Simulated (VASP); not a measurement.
# C (P6_3/mmc) in VASP: relaxation of the atoms with PBE

Aim: the relaxation of the atoms of C with PBE.

Program: VASP 6.6.1. These are calculated values, not measurements. Logs are shortened: lines on timing, memory, paths and dates and some standing lists are left out, and cuts for length are marked.

**1. The cell of the first run**

Symmetry: P6_3/mmc, No. 194, hexagonal system. Conventional cell: a = 2.522 Å, b = 2.522 Å, c = 8.237 Å, α = 90.00°, β = 90.00°, γ = 120.00°. Within 2.1 Å of C (site symmetry 3m) lie 4 C at 1.54 Å. C (site symmetry 3m) has 4 C at 1.54 Å within 2.1 Å.

**2. Relaxation of the atoms, PBE**

Contents of INCAR:

```
SYSTEM = C
ALGO = Normal
EDIFF = 1E-6
EDIFFG = -0.02
ENCUT = 520
GGA = PE
IBRION = 2
ISIF = 2
ISMEAR = -1
LASPH = .TRUE.
LCHARG = .FALSE.
LREAL = .FALSE.
LWAVE = .FALSE.
NELM = 60
NSW = 80
PREC = Accurate
SIGMA = 0.05
```

Contents of KPOINTS:

```
k-points
0
G
  12 12 4
  0 0 0
```

Contents of POSCAR:

```
C
1.0
    2.5221000000      0.0000000000      0.0000000000
   -1.2610500000      2.1842026709      0.0000000000
    0.0000000000      0.0000000000      8.2371000000
C
8
Direct
    0.0000000000      0.0000000000      0.0937500000
    0.0000000000      0.0000000000      0.5937500000
    0.0000000000      0.0000000000      0.4062500000
    0.0000000000      0.0000000000      0.9062500000
    0.3333333333      0.6666666667      0.1562500000
    0.6666666667      0.3333333333      0.6562500000
    0.3333333333      0.6666666667      0.3437500000
    0.6666666667      0.3333333333      0.8437500000
```

Potentials or basis: VASP PAW PBE potentials, release 64 (C).

On the command line:

```bash
$ cat potpaw_PBE.64/C/POTCAR > POTCAR
$ mpirun -np 1 vasp_std > vasp.out
```

OUTCAR:

```text
SYSTEM = C
   EDIFF = 1E-6
   EDIFFG = -0.02
   ENCUT = 520
   GGA = PE
   IBRION = 2
   ISIF = 2
   ISMEAR = -1
   LASPH = .TRUE.
   LREAL = .FALSE.
   NELM = 60
   NSW = 80
   PREC = Accurate

 ion  position               nearest neighbor table
   1  0.000  0.000  0.094-   4 1.54   5 1.54   5 1.54   5 1.54
   2  0.000  0.000  0.594-   3 1.54   6 1.54   6 1.54   6 1.54
   3  0.000  0.000  0.406-   2 1.54   7 1.54   7 1.54   7 1.54
   4  0.000  0.000  0.906-   1 1.54   8 1.54   8 1.54   8 1.54
   5  0.333  0.667  0.156-   7 1.54   1 1.54   1 1.54   1 1.54
   6  0.667  0.333  0.656-   8 1.54   2 1.54   2 1.54   2 1.54
   7  0.333  0.667  0.344-   5 1.54   3 1.54   3 1.54   3 1.54
   8  0.667  0.333  0.844-   6 1.54   4 1.54   4 1.54   4 1.54

  LATTYP: Found a hexagonal cell.
 ALAT       =     2.5221000000
 C/A-ratio  =     3.2659688355

  Lattice vectors:

 A1 = (   2.5221000000,   0.0000000000,   0.0000000000)
 A2 = (  -1.2610500000,   2.1842026709,   0.0000000000)
 A3 = (   0.0000000000,   0.0000000000,   8.2371000000)

Analysis of symmetry for initial positions (statically):
=====================================================================
 Subroutine PRICEL returns:
 Original cell was already a primitive cell.

 Routine SETGRP: Setting up the symmetry group for a
 hexagonal supercell.

 Subroutine GETGRP returns: Found 24 space group operations
 (whereof 12 operations were pure point group operations)
 out of a pool of 24 trial point group operations.

The static configuration has the point symmetry D_3d.
 The point group associated with its full space group is D_6h.

Analysis of symmetry for dynamics (positions and initial velocities):
=====================================================================
 Subroutine PRICEL returns:
 Original cell was already a primitive cell.

 Routine SETGRP: Setting up the symmetry group for a
 hexagonal supercell.

 Subroutine GETGRP returns: Found 24 space group operations
 (whereof 12 operations were pure point group operations)
 out of a pool of 24 trial point group operations.

The dynamic configuration has the point symmetry D_3d.
 The point group associated with its full space group is D_6h.

 Subroutine INISYM returns: Found 24 space group operations
 (whereof 12 operations are pure point group operations),
 and found     1 'primitive' translations

----------------------------------------------------------------------------------------

                                     Primitive cell

  volume of cell :      45.3764

  direct lattice vectors                    reciprocal lattice vectors
     2.522100000  0.000000000  0.000000000     0.396494984  0.228916486  0.000000000
    -1.261050000  2.184202671  0.000000000     0.000000000  0.457832972  0.000000000
     0.000000000  0.000000000  8.237100000     0.000000000  0.000000000  0.121401950

  length of vectors
     2.522100000  2.522100000  8.237100000     0.457832972  0.457832972  0.121401950

  position of ions in fractional coordinates (direct lattice)
     0.000000000  0.000000000  0.093750000
     0.000000000  0.000000000  0.593750000
     0.000000000  0.000000000  0.406250000
     0.000000000  0.000000000  0.906250000
     0.333333333  0.666666667  0.156250000
     0.666666667  0.333333333  0.656250000
     0.333333333  0.666666667  0.343750000
     0.666666667  0.333333333  0.843750000

  ion indices of the primitive-cell ions
   primitive index   ion index
                 1           1
                 2           2
                 3           3
                 4           4
                 5           5
                 6           6
                 7           7
                 8           8

----------------------------------------------------------------------------------------

 KPOINTS: k-points

Automatic generation of k-mesh.
 Grid dimensions read from file:
 generate k-points for:   12   12    4

 Generating k-lattice:

  Cartesian coordinates                     Fractional coordinates (reciprocal lattice)
     0.033041249  0.019076374  0.000000000     0.083333333  0.000000000  0.000000000
     0.000000000  0.038152748  0.000000000     0.000000000  0.083333333  0.000000000
     0.000000000  0.000000000  0.030350487     0.000000000  0.000000000  0.250000000

  Length of vectors
     0.038152748  0.038152748  0.030350487

  Shift w.r.t. Gamma in fractional coordinates (k-lattice)
     0.000000000  0.000000000  0.000000000

 Subroutine IBZKPT returns following result:
 ===========================================

 Found     57 irreducible k-points:

 Following reciprocal coordinates:
            Coordinates               Weight
  0.000000  0.000000  0.000000      1.000000
  0.083333  0.000000  0.000000      6.000000
  0.166667  0.000000  0.000000      6.000000
  0.250000  0.000000  0.000000      6.000000
  0.333333  0.000000  0.000000      6.000000
  0.416667  0.000000  0.000000      6.000000
[... 16 lines left out ...]
  0.250000  0.000000  0.250000     12.000000
  0.333333  0.000000  0.250000     12.000000
 [... further k-points ...]
   k-points           NKPTS =     57   k-points in BZ     NKDIM =     57   number of bands    NBANDS=     21
   number of dos      NEDOS =    301   number of ions     NIONS =      8
   total plane-waves  NPLWV =  25600
   dimension x,y,z NGX =    20 NGY =   20 NGZ =   64
   dimension x,y,z NGXF=    40 NGYF=   40 NGZF=  128
   ions per type =               8
   NGX,Y,Z   is equivalent  to a cutoff of  13.18, 13.18, 12.92 a.u.
   NGXF,Y,Z  is equivalent  to a cutoff of  26.37, 26.37, 25.83 a.u.
 SYSTEM =  C
   PREC   = accura    normal or accurate (medium, high low for compatibility)
   ISTART =      0    job   : 0-new  1-cont  2-samecut
   ICHARG =      2    charge: 1-file 2-atom 10-const
   ISPIN  =      1    spin polarized calculation?
   LNONCOLLINEAR =      F non collinear calculations
   LSORBIT =      F    spin-orbit coupling
   LASPH  =      T    aspherical Exc in radial PAW
   ENCUT  =  520.0 eV  38.22 Ry    6.18 a.u.   4.69  4.69 15.32*2*pi/ulx,y,z
   NELM   =     60;   NELMIN=  2; NELMDL= -5     # of ELM steps
   EDIFF  = 0.1E-05   stopping-criterion for ELM
   LREAL  =      F    real-space projection
   EDIFFG = -.2E-01   stopping-criterion for IOM
   NSW    =     80    number of steps for IOM
   IBRION =      2    ionic relax: 0-MD 1-quasi-New 2-CG
   NFREE  =      1    steps in history (QN), initial steepest desc. (CG)
   ISIF   =      2    stress and relaxation
   ISYM   =      2    0-nonsym 1-usesym 2-fastsym
   POTIM  = 0.5000    time-step for ionic-motion
   TEBEG  =    0.0;   TEEND  =   0.0 temperature during run
   PSTRESS=    0.0 pullay stress
   NELECT =      32.0000    total number of electrons
   NUPDOWN=      -1.0000    fix difference up-down
   EMIN   =  10.00;   EMAX   =-10.00  energy-range for DOS
   EFERMI =   0.00;   METHOD = LEGACY
   ISMEAR =    -1;   SIGMA  =   0.05  broadening in eV -4-tet -1-fermi 0-gaus
   EFERMI_NEDOS =   21; number of points for ismear=-14 and -15
   IALGO  =     38    algorithm
   IMIX   =      4    mixing-type and parameters
     AMIX     =   0.40;   BMIX     =  1.00
     AMIX_MAG =   1.60;   BMIX_MAG =  1.00
  volume/ion in A,a.u.               =       5.67        38.28
  Fermi-wavevector in a.u.,A,eV,Ry     =   1.457186  2.753682 28.890486  2.123391
  Thomas-Fermi vector in A             =   2.574017
   LORBIT       =      0    0 simple, 1 ext, 2 COOP (PROOUT), +10 PAW based schemes
   GGA     = PE    functional components
   LHFCALC =     F    Hartree Fock is set to
   AEXX    =    0.0000 exact exchange contribution
   IVDW    =     0    specifies the selected vdW correction
   LEPSILON=     F    determine dielectric tensor
   LRPA    =     F    only Hartree local field effects (RPA)
 conjugate gradient relaxation of ions
 non-spin polarized calculation
  energy-cutoff  :      520.00
  volume of cell :       45.38
 maximum number of plane-waves:      1242
 NGX is ok and might be reduce to    20
   NGX =  9   NGY =  9   NGZ = 31

--------------------------------------- Ionic step        1  -------------------------------------------

 number of electron      31.9999995 magnetization

 Free energy of the ion-electron system (eV)
  ---------------------------------------------------
  ext. energy  EPLUGINS =         0.00000000
  ---------------------------------------------------
  free energy    TOTEN  =       -72.64805484 eV

  energy without entropy =      -72.64805484  energy(sigma->0) =      -72.64805484

------------------------ aborting loop because EDIFF is reached ----------------------------------------

  FORCE on cell =-STRESS in cart. coord.  units (eV):
  Direction    XX          YY          ZZ          XY          YZ          ZX
  --------------------------------------------------------------------------------------
  -------------------------------------------------------------------------------------
  Total       -0.3322406     -0.3322406      3.1524196     -0.0000000     -0.0000000      0.0000000
  in kB      -11.7309633    -11.7309633    111.3076520     -0.0000000     -0.0000000      0.0000000
  external PRESSURE =      29.2819085 kB  Pullay stress =       0.0000000 kB
[... 69 lines left out ...]
  energy  without entropy=      -72.6378959904  energy(sigma->0) =      -72.63789599

--------------------------------------- Ionic step        3  -------------------------------------------

 number of electron      31.9999996 magnetization

 Free energy of the ion-electron system (eV)
  ---------------------------------------------------
  ext. energy  EPLUGINS =         0.00000000
  ---------------------------------------------------
  free energy    TOTEN  =       -72.65617794 eV

  energy without entropy =      -72.65617794  energy(sigma->0) =      -72.65617794

 E-fermi :  10.8194     XC(G=0): -13.2482

 val. band max:        9.8624117094   @ k =   0.0000   0.0000   0.0000
 cond. band min:      14.3065697499   @ k =   0.4167   0.0000   0.0000
 fundamental gap:      4.4441580405
 Fermi energy:        10.8193878584

 k-point     1 :       0.0000    0.0000    0.0000
  band No.  band energies     occupation
      1     -11.7613      2.00000
      2     -10.0932      2.00000
      3      -9.9896      2.00000
      4      -5.9498      2.00000
      5      -3.6631      2.00000
      6       3.1187      2.00000
[... 550 lines left out ...]
      5      -1.3750      2.00000
      6      -0.3431      2.00000
[... 13 lines left out ...]
     20      17.4356      0.00000
     21      17.9354      0.00000

 [... further k-points ...]

------------------------ aborting loop because EDIFF is reached ----------------------------------------

  FORCE on cell =-STRESS in cart. coord.  units (eV):
  Direction    XX          YY          ZZ          XY          YZ          ZX
  --------------------------------------------------------------------------------------
  -------------------------------------------------------------------------------------
  Total       -0.3019141     -0.3019141      3.0761407      0.0000000     -0.0000000      0.0000000
  in kB      -10.6601752    -10.6601752    108.6143498      0.0000000     -0.0000000      0.0000000
  external PRESSURE =      29.0979998 kB  Pullay stress =       0.0000000 kB
[... 23 lines left out ...]
  FREE ENERGIE OF THE ION-ELECTRON SYSTEM (eV)
  ---------------------------------------------------
  free  energy   TOTEN  =       -72.6561779413 eV

  energy  without entropy=      -72.6561779413  energy(sigma->0) =      -72.65617794

 reached required accuracy - stopping structural energy minimisation
```

It took 2.8 min on 1 thread of AMD EPYC 7R13, shared host; peak memory 0.15 GiB.

What came out:

```
Free energy                  : -72.6562 eV
Energy gained by relaxing    : 1.0 meV/atom
Ionic steps                  : 3
Pressure after relaxing      : 2.9 GPa
Largest force after relaxing : 0.013 eV/Å
Band gap on the k mesh       : 4.44 eV (least direct gap 5.20 eV)
```

Forces in eV/Å, atoms in the order of the input:
```
C    0.000  0.000  0.013
C    0.000  0.000  0.013
C    0.000  0.000 -0.013
C    0.000  0.000 -0.013
C    0.000  0.000 -0.013
C    0.000  0.000 -0.013
C    0.000  0.000  0.013
C    0.000  0.000  0.013
```

Step by step:
```tsv
step	energy change (eV)	largest force (eV/Å)	pressure (GPa)
1	0.0000	0.3287	2.93
2	0.0102	0.5568	3.12
3	-0.0081	0.0129	2.91
```

Final structure:
```yaml
crystal:
  lattice:
    - [2.52210, 0.00000, 0.00000]
    - [-1.26105, 2.18420, 0.00000]
    - [0.00000, 0.00000, 8.23710]
  atoms:
    - { symbol: C, position: [0.00000, 0.00000, 0.09298] }
    - { symbol: C, position: [0.00000, 0.00000, 0.59298] }
    - { symbol: C, position: [0.00000, 0.00000, 0.40702] }
    - { symbol: C, position: [0.00000, 0.00000, 0.90702] }
    - { symbol: C, position: [0.33333, 0.66667, 0.15550] }
    - { symbol: C, position: [0.66667, 0.33333, 0.65550] }
    - { symbol: C, position: [0.33333, 0.66667, 0.34450] }
    - { symbol: C, position: [0.66667, 0.33333, 0.84450] }
```
